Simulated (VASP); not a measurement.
# ZnCu (Pm-3m) in VASP: further runs

Runs on ZnCu. Level: r2SCAN. Tasks: single point.

All numbers are computed with VASP 6.6.1; they aren't measurements. Logs are shortened: lines on timing, memory, paths and dates and some standing lists are left out, and cuts for length are marked.

## Step 1: The cell of the first run

It takes space group Pm-3m (No. 221, cubic). Conventional cell: a = 2.945 Å, b = 2.945 Å, c = 2.945 Å, α = 90.00°, β = 90.00°, γ = 90.00°. Zn (site symmetry m-3m) has 8 Cu at 2.55 Å and 6 Zn at 2.94 Å within 3.4 Å. Within 3.4 Å of Cu (site symmetry m-3m) lie 8 Zn at 2.55 Å and 6 Cu at 2.94 Å.

## Step 2: Single point, r2SCAN

The input, POSCAR:

```
ZnCu
1.0
    2.9450000000      0.0000000000      0.0000000000
    0.0000000000      2.9450000000      0.0000000000
    0.0000000000      0.0000000000      2.9450000000
Zn Cu
1 1
Direct
    0.5000000000      0.5000000000      0.5000000000
    0.0000000000      0.0000000000      0.0000000000
```

The input, INCAR.step1:

```
ALGO = Normal
EDIFF = 1E-4
ENCUT = 520
GGA = PE
ISMEAR = 0
LASPH = T
LCHARG = F
LREAL = F
LWAVE = T
NBANDS = 18
NELM = 60
PREC = Accurate
SIGMA = 0.1
```

The input, INCAR.step2:

```
ALGO = Normal
EDIFF = 1E-6
ENCUT = 520
ISIF = 2
ISMEAR = 0
ISTART = 1
LASPH = T
LCHARG = T
LELF = T
LMIXTAU = T
LREAL = F
LVHAR = T
LWAVE = F
METAGGA = R2SCAN
NBANDS = 18
NELM = 60
PREC = Accurate
SIGMA = 0.1
```

The input, KPOINTS:

```
k-points
0
Gamma
  6 6 6
```

Potentials or basis: VASP PAW PBE potentials, release 64 (Zn, Cu).

Launch:

```console
cat potpaw_PBE.64/Zn/POTCAR potpaw_PBE.64/Cu/POTCAR > POTCAR
cp INCAR.step1 INCAR
mpirun -np 1 vasp_std > vasp.out
cp INCAR.step2 INCAR
mpirun -np 1 vasp_std > vasp.out
```

OUTCAR:

```text
EDIFF = 1E-6
   ENCUT = 520
   ISIF = 2
   ISMEAR = 0
   ISTART = 1
   LASPH = T
   LREAL = F
   METAGGA = R2SCAN
   NELM = 60
   PREC = Accurate

 ion  position               nearest neighbor table
   1  0.500  0.500  0.500-   2 2.55   2 2.55   2 2.55   2 2.55   2 2.55   2 2.55   2 2.55   2 2.55

   2  0.000  0.000  0.000-   1 2.55   1 2.55   1 2.55   1 2.55   1 2.55   1 2.55   1 2.55   1 2.55

  LATTYP: Found a simple cubic cell.
 ALAT       =     2.9450000000

  Lattice vectors:

 A1 = (   2.9450000000,   0.0000000000,   0.0000000000)
 A2 = (   0.0000000000,   2.9450000000,   0.0000000000)
 A3 = (   0.0000000000,   0.0000000000,   2.9450000000)

Analysis of symmetry for initial positions (statically):
=====================================================================
 Subroutine PRICEL returns:
 Original cell was already a primitive cell.

 Routine SETGRP: Setting up the symmetry group for a
 simple cubic supercell.

 Subroutine GETGRP returns: Found 48 space group operations
 (whereof 48 operations were pure point group operations)
 out of a pool of 48 trial point group operations.

The static configuration has the point symmetry O_h .

Analysis of symmetry for dynamics (positions and initial velocities):
=====================================================================
 Subroutine PRICEL returns:
 Original cell was already a primitive cell.

 Routine SETGRP: Setting up the symmetry group for a
 simple cubic supercell.

 Subroutine GETGRP returns: Found 48 space group operations
 (whereof 48 operations were pure point group operations)
 out of a pool of 48 trial point group operations.

The dynamic configuration has the point symmetry O_h .

 Subroutine INISYM returns: Found 48 space group operations
 (whereof 48 operations are pure point group operations),
 and found     1 'primitive' translations

----------------------------------------------------------------------------------------

                                     Primitive cell

  volume of cell :      25.5421

  direct lattice vectors                    reciprocal lattice vectors
     2.945000000  0.000000000  0.000000000     0.339558574  0.000000000  0.000000000
     0.000000000  2.945000000  0.000000000     0.000000000  0.339558574  0.000000000
     0.000000000  0.000000000  2.945000000     0.000000000  0.000000000  0.339558574

  length of vectors
     2.945000000  2.945000000  2.945000000     0.339558574  0.339558574  0.339558574

  position of ions in fractional coordinates (direct lattice)
     0.500000000  0.500000000  0.500000000
     0.000000000  0.000000000  0.000000000

  ion indices of the primitive-cell ions
   primitive index   ion index
                 1           1
                 2           2

----------------------------------------------------------------------------------------

 KPOINTS: k-points

Automatic generation of k-mesh.
 Grid dimensions read from file:
 generate k-points for:    6    6    6

 Generating k-lattice:

  Cartesian coordinates                     Fractional coordinates (reciprocal lattice)
     0.056593096  0.000000000  0.000000000     0.166666667  0.000000000  0.000000000
     0.000000000  0.056593096  0.000000000     0.000000000  0.166666667  0.000000000
     0.000000000  0.000000000  0.056593096     0.000000000  0.000000000  0.166666667

  Length of vectors
     0.056593096  0.056593096  0.056593096

  Shift w.r.t. Gamma in fractional coordinates (k-lattice)
     0.000000000  0.000000000  0.000000000

 Subroutine IBZKPT returns following result:
 ===========================================

 Found     20 irreducible k-points:

 Following reciprocal coordinates:
            Coordinates               Weight
  0.000000  0.000000  0.000000      1.000000
  0.166667  0.000000  0.000000      6.000000
  0.333333  0.000000  0.000000      6.000000
  0.500000  0.000000  0.000000      3.000000
  0.166667  0.166667  0.000000     12.000000
  0.333333  0.166667  0.000000     24.000000
[... 12 lines left out ...]
  0.500000  0.500000  0.333333      6.000000
  0.500000  0.500000  0.500000      1.000000
   k-points           NKPTS =     20   k-points in BZ     NKDIM =     20   number of bands    NBANDS=     18
   number of dos      NEDOS =    301   number of ions     NIONS =      2
   total plane-waves  NPLWV =  13824
   dimension x,y,z NGX =    24 NGY =   24 NGZ =   24
   dimension x,y,z NGXF=    48 NGYF=   48 NGZF=   48
   ions per type =               1   1
   NGX,Y,Z   is equivalent  to a cutoff of  13.55, 13.55, 13.55 a.u.
   NGXF,Y,Z  is equivalent  to a cutoff of  27.10, 27.10, 27.10 a.u.
 SYSTEM =  unknown system
   PREC   = accura    normal or accurate (medium, high low for compatibility)
   ISTART =      1    job   : 0-new  1-cont  2-samecut
   ICHARG =      0    charge: 1-file 2-atom 10-const
   ISPIN  =      1    spin polarized calculation?
   LNONCOLLINEAR =      F non collinear calculations
   LSORBIT =      F    spin-orbit coupling
   LASPH  =      T    aspherical Exc in radial PAW
   ENCUT  =  520.0 eV  38.22 Ry    6.18 a.u.   5.48  5.48  5.48*2*pi/ulx,y,z
   NELM   =     60;   NELMIN=  2; NELMDL=  0     # of ELM steps
   EDIFF  = 0.1E-05   stopping-criterion for ELM
   LREAL  =      F    real-space projection
   EDIFFG = 0.1E-04   stopping-criterion for IOM
   NSW    =      0    number of steps for IOM
   IBRION =     -1    ionic relax: 0-MD 1-quasi-New 2-CG
   NFREE  =      0    steps in history (QN), initial steepest desc. (CG)
   ISIF   =      2    stress and relaxation
   ISYM   =      2    0-nonsym 1-usesym 2-fastsym
   POTIM  = 0.5000    time-step for ionic-motion
   TEBEG  =    0.0;   TEEND  =   0.0 temperature during run
   PSTRESS=    0.0 pullay stress
   NELECT =      23.0000    total number of electrons
   NUPDOWN=      -1.0000    fix difference up-down
   EMIN   =  10.00;   EMAX   =-10.00  energy-range for DOS
   EFERMI =   0.00;   METHOD = LEGACY
   ISMEAR =     0;   SIGMA  =   0.10  broadening in eV -4-tet -1-fermi 0-gaus
   EFERMI_NEDOS =   21; number of points for ismear=-14 and -15
   IALGO  =     38    algorithm
   IMIX   =      4    mixing-type and parameters
     AMIX     =   0.40;   BMIX     =  1.00
     AMIX_MAG =   1.60;   BMIX_MAG =  1.00
  volume/ion in A,a.u.               =      12.77        86.18
  Fermi-wavevector in a.u.,A,eV,Ry     =   1.580880  2.987429 34.003415  2.499180
  Thomas-Fermi vector in A             =   2.681040
   LORBIT       =      0    0 simple, 1 ext, 2 COOP (PROOUT), +10 PAW based schemes
   METAGGA = R2SCAN    functional components
   LHFCALC =     F    Hartree Fock is set to
   AEXX    =    0.0000 exact exchange contribution
   IVDW    =     0    specifies the selected vdW correction
   LEPSILON=     F    determine dielectric tensor
   LRPA    =     F    only Hartree local field effects (RPA)
 non-spin polarized calculation
 Gauss-broadening in eV      SIGMA  =   0.10
  energy-cutoff  :      520.00
  volume of cell :       25.54
 maximum number of plane-waves:       700
 NGX is ok and might be reduce to    24
   NGX = 11   NGY = 11   NGZ = 11

 number of electron      23.0000000 magnetization

 Free energy of the ion-electron system (eV)
  ---------------------------------------------------
  ext. energy  EPLUGINS =         0.00000000
  ---------------------------------------------------
  free energy    TOTEN  =       -19.84786984 eV

  energy without entropy =      -19.84064020  energy(sigma->0) =      -19.84425502

 E-fermi :   5.3232     XC(G=0): -13.5277

 val. band max:        5.2700011552   @ k =   0.5000   0.3333   0.3333
 cond. band min:       5.3327576668   @ k =   0.3333   0.3333   0.0000
 fundamental gap:      0.0627565116
 Fermi energy:         5.3232313923

 k-point     1 :       0.0000    0.0000    0.0000
  band No.  band energies     occupation
      1      -5.3909      2.00000
      2      -2.7867      2.00000
      3      -2.7867      2.00000
      4      -2.0577      2.00000
      5      -2.0577      2.00000
      6      -2.0577      2.00000
[... 10 lines left out ...]
     17      18.5293      0.00000
     18      29.8161      0.00000

 k-point     2 :       0.1667    0.0000    0.0000
  band No.  band energies     occupation
      1      -4.8721      2.00000
      2      -2.7298      2.00000
      3      -2.6790      2.00000
      4      -2.1004      2.00000
      5      -2.1004      2.00000
      6      -2.0372      2.00000
[... 10 lines left out ...]
     17      21.9621      0.00000
     18      26.3150      0.00000

 k-point     3 :       0.3333    0.0000    0.0000
  band No.  band energies     occupation
      1      -3.5013      2.00000
      2      -2.6125      2.00000
      3      -2.3130      2.00000
      4      -2.1852      2.00000
      5      -2.1852      2.00000
      6      -1.9956      2.00000
[... 10 lines left out ...]
     17      21.9104      0.00000
     18      21.9104      0.00000

 k-point     4 :       0.5000    0.0000    0.0000
  band No.  band energies     occupation
      1      -2.8121      2.00000
      2      -2.5519      2.00000
      3      -2.2271      2.00000
      4      -2.2271      2.00000
      5      -1.9745      2.00000
      6      -1.0107      2.00000
[... 291 lines left out ...]
      4      -2.0497      2.00000
      5      -1.9109      2.00000
      6       0.5698      2.00000
[... 10 lines left out ...]
     17      16.6092      0.00000
     18      17.5355      0.00000

 k-point    19 :       0.5000    0.5000    0.3333
  band No.  band energies     occupation
      1      -2.7375      2.00000
      2      -2.5800      2.00000
      3      -2.5800      2.00000
      4      -1.9916      2.00000
      5      -1.7642      2.00000
      6       0.7914      2.00000
[... 10 lines left out ...]
     17      13.5754      0.00000
     18      14.5562      0.00000

 k-point    20 :       0.5000    0.5000    0.5000
  band No.  band energies     occupation
      1      -2.6596      2.00000
      2      -2.6596      2.00000
      3      -2.6596      2.00000
      4      -1.7611      2.00000
      5      -1.7611      2.00000
      6       0.8960      2.00000
[... 10 lines left out ...]
     17      10.0342      0.00000
     18      12.1017      0.00000

------------------------ aborting loop because EDIFF is reached ----------------------------------------

  FORCE on cell =-STRESS in cart. coord.  units (eV):
  Direction    XX          YY          ZZ          XY          YZ          ZX
  --------------------------------------------------------------------------------------
  -------------------------------------------------------------------------------------
  Total       -0.3301199     -0.3301199     -0.3301199     -0.0000000     -0.0000000     -0.0000000
  in kB      -20.7074387    -20.7074387    -20.7074387     -0.0000000     -0.0000000     -0.0000000
  external PRESSURE =     -20.7074387 kB  Pullay stress =       0.0000000 kB

 VOLUME and BASIS-vectors are now :
 -----------------------------------------------------------------------------
  energy-cutoff  :      520.00
  volume of cell :       25.54
      direct lattice vectors                 reciprocal lattice vectors
     2.945000000  0.000000000  0.000000000     0.339558574  0.000000000  0.000000000
     0.000000000  2.945000000  0.000000000     0.000000000  0.339558574  0.000000000
     0.000000000  0.000000000  2.945000000     0.000000000  0.000000000  0.339558574

 POSITION                                       TOTAL-FORCE (eV/Angst)
 -----------------------------------------------------------------------------------
      1.47250      1.47250      1.47250         0.000000      0.000000      0.000000
      0.00000      0.00000      0.00000         0.000000      0.000000      0.000000
 -----------------------------------------------------------------------------------
    total drift:                                0.000000      0.000000     -0.000000

  FREE ENERGIE OF THE ION-ELECTRON SYSTEM (eV)
  ---------------------------------------------------
  free  energy   TOTEN  =       -19.8478698387 eV

  energy  without entropy=      -19.8406401977  energy(sigma->0) =      -19.84425502
```

It took 52 s on 1 thread of Intel Xeon 8259CL, shared host; peak memory 0.14 GiB.

What came out:

| Quantity | Value |
| --- | --- |
| Free energy | -19.8479 eV |
| Pressure | -2.1 GPa |
| Band gap on the k mesh | zero (an odd number of electrons rules out a gap without spin polarisation) |

Levels at points of the mesh, in eV from the Fermi level:
```
           k point  band 8  band 9  band 10  band 11  band 12  band 13  band 14  band 15
(0.00, 0.00, 0.00)   -3.70   -2.82    -2.82    -2.82     6.67     6.67     6.67    11.55
(0.50, 0.00, 0.00)   -3.82   -3.37    -3.37    -2.89    -2.06    12.38    12.38    12.97
(0.50, 0.50, 0.00)   -2.98   -2.98    -2.59    -1.96    -1.96     1.96     2.31    14.84
(0.50, 0.50, 0.50)   -4.43   -2.57    -2.57     4.43     4.51     4.51     4.51     4.71
```

Caveat: the PAW data sets were made with another functional, which shifts forces and pressure a little.

## Step 3: Single point, r2SCAN (11.69 Å³/atom)

This run uses another cell than the first one, of 11.69 Å³/atom.

The input, POSCAR:

```
ZnCu
1.0
    2.8591054923      0.0000000000      0.0000000000
    0.0000000000      2.8591054923      0.0000000000
    0.0000000000      0.0000000000      2.8591054923
Zn Cu
1 1
Direct
    0.5000000000      0.5000000000      0.5000000000
    0.0000000000      0.0000000000      0.0000000000
```

The input, INCAR.step1:

```
PREC     = Accurate       # precision mode
ENCUT    = 520            # plane-wave cutoff, eV
ISMEAR   = 0              # smearing method
SIGMA    = 0.1            # smearing width, eV
LREAL    = False          # projectors in reciprocal space
LASPH    = True           # aspherical terms in the spheres
NELM     = 80             # most SCF steps
NBANDS   = 18             # bands
GGA      = PE             # functional
ALGO     = Normal         # electronic algorithm
EDIFF    = 1E-4           # SCF threshold, eV
LWAVE    = True           # write WAVECAR
LCHARG   = False          # write CHGCAR
```

The input, INCAR.step2:

```
PREC     = Accurate       # precision mode
ENCUT    = 520            # plane-wave cutoff, eV
EDIFF    = 1E-6           # SCF threshold, eV
ISMEAR   = 0              # smearing method
SIGMA    = 0.1            # smearing width, eV
LREAL    = False          # projectors in reciprocal space
LASPH    = True           # aspherical terms in the spheres
NELM     = 80             # most SCF steps
ALGO     = Normal         # electronic algorithm
ISIF     = 2              # what is computed and relaxed
LWAVE    = False          # write WAVECAR
LCHARG   = False          # write CHGCAR
METAGGA  = R2SCAN         # meta-GGA
LMIXTAU  = True         
NBANDS   = 18             # bands
ISTART   = 1
```

The input, KPOINTS:

```
regular mesh
0
Gamma
  14 14 14
```

Potentials or basis: VASP PAW PBE potentials, release 64 (Zn, Cu).

Launch:

```console
cat potpaw_PBE.64/Zn/POTCAR potpaw_PBE.64/Cu/POTCAR > POTCAR
cp INCAR.step1 INCAR
mpirun -np 1 vasp_std > vasp.out
cp INCAR.step2 INCAR
mpirun -np 1 vasp_std > vasp.out
```

Wall time 2.6 min (1 thread of Intel Xeon 8259CL, shared host); peak memory 0.18 GiB.

Results (log left out):

| Item | Value |
| --- | --- |
| Free energy | -19.8954 eV |
| Pressure | 10.4 GPa |
| Band gap on the k mesh | zero (an odd number of electrons rules out a gap without spin polarisation) |

Levels at points of the mesh, in eV from the Fermi level:
```tsv
k point	band 9	band 10	band 11	band 12	band 13	band 14	band 15	band 16
(0.00, 0.00, 0.00)	-3.02	-3.02	-3.02	6.95	6.95	6.95	12.08	12.08
(0.50, 0.00, 0.00)	-3.68	-3.68	-3.12	-2.19	13.16	13.16	13.70	13.70
(0.50, 0.50, 0.00)	-3.18	-2.78	-2.32	-2.32	2.33	2.62	15.81	17.03
(0.50, 0.50, 0.50)	-2.75	-2.75	4.67	4.67	4.67	4.96	4.96	4.96
```

Caveat: the cell stands under pressure; the PAW data sets were made with another functional, which shifts forces and pressure a little.
